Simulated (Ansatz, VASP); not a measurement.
**Two plane-wave programs on Mg**

```
CELL_PARAMETERS angstrom
3.16593 0.00000 0.00000
-1.58296 2.74177 0.00000
0.00000 0.00000 5.13988
ATOMIC_POSITIONS crystal
Mg 0.66667 0.33333 0.75000
Mg 0.33333 0.66667 0.25000
```

Alike in both runs: task single point; functional SVWN5; k mesh 10 × 10 × 5; occupations fermi-dirac, width 0.05 eV; no spin polarisation.

|  | VASP | Ansatz |
| --- | --- | --- |
| version | VASP 6.6.1 | Ansatz 0.2.0 |
| potentials or method | VASP PAW PBE potentials, release 64 (Mg) | Ansatz PAW |
| plane-wave cutoff (eV) | 520 | 420 |
| valence electrons in the cell | 4 | 20 |

Ansatz gave:

- gap on the k mesh at the Fermi level (eV): none
- pressure (GPa): -1.1
- traceless stress, the component that is largest in VASP (GPa): 0.83

**Question.** Which values does VASP return?

**Answer.** gap on the k mesh at the Fermi level (eV): none; pressure (GPa): -1.0; traceless stress, the component that is largest in VASP (GPa): 0.82.

VASP's potentials were made for PBE, not for SVWN5. A gap of «none» marks a metal or a gap that the smearing closes. The functional is the same, so the differences come from potentials, cutoffs and numerics. VASP's potentials hold 4 valence electrons a cell and Ansatz's 20, so a difference there can come from the potentials and not from the codes.
